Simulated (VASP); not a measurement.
## Be: single point with PBEsol

Crystal: Be.

```xyz
3
Lattice="3.5611 0.0000 0.0000 -1.7806 3.0840 0.0000 0.0000 0.0000 2.1831" Properties=species:S:1:pos:R:3 pbc="T T T"
Be    0.0000    0.0000    0.0000
Be    0.0000    2.0560    1.0915
Be    1.7806    1.0280    1.0915
```

```
Program             : VASP 6.6.1
Task                : single point
Functional          : PBEsol
Potentials or basis : VASP PAW PBE potentials, release 64 (Be)
Cutoff              : 520 eV
k mesh              : 15 × 15 × 20
Occupations         : gaussian, width 0.1 eV
Spin                : no spin polarisation
```

| Item | Value |
| --- | --- |
| Pressure | 0.3 GPa |
| Band gap on the k mesh | zero (band 3 reaches 11.32 eV, above the bottom of band 4 at 6.51 eV) |

Levels at points of the mesh, in eV from the Fermi level:
| k point | band 1 | band 2 | band 3 | band 4 | band 5 | band 6 | band 7 |
| --- | --- | --- | --- | --- | --- | --- | --- |
| (0.00, 0.00, 0.00) | -11.93 | -1.29 | -1.29 | -1.07 | -1.07 | 5.47 | 5.70 |
| (0.00, 0.00, 0.50) | -6.55 | -5.68 | 3.74 | 3.74 | 4.28 | 5.92 | 5.92 |

Run time: 42 s on 1 thread of Intel(R) Xeon(R) Platinum 8259CL CPU @ 2.50GHz (Skylake/Cascade Lake), with other jobs on the host, peak memory 0.17 GiB.

Caveat: the PAW data sets were made with another functional, which shifts forces and pressure a little.
